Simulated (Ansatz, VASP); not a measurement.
**Two plane-wave programs on N**

```
N
1.0
    12.00000    0.00000    0.00000
     0.00000   12.30000    0.00000
     0.00000    0.00000   12.60000
N
2
Direct
  0.50000 0.50000 0.45633
  0.50000 0.50000 0.54367
```

Alike in both runs: functional BLYP; k mesh 1 × 1 × 1; occupations fermi-dirac, width 0.01 eV; no spin polarisation.

Ansatz relaxed the structure, and its values are those at the end. VASP's run is a single point on that final structure, the one shown.

```csv
,VASP,Ansatz
version,VASP 6.6.1,Ansatz 0.2.0
potentials or method,"VASP PAW PBE potentials, release 64 (N_h), cutoff 1000 eV","plane waves (420 eV) with PAW, scalar-relativistic"
valence electrons in the cell,10,10
```

```tsv
	VASP	Ansatz	Ansatz less VASP
rms of the force components (eV/Å)	0.091	0.003	-0.0882
```

VASP's potentials were made for PBE, not for BLYP. The functional is the same, so the differences come from potentials, cutoffs and numerics.
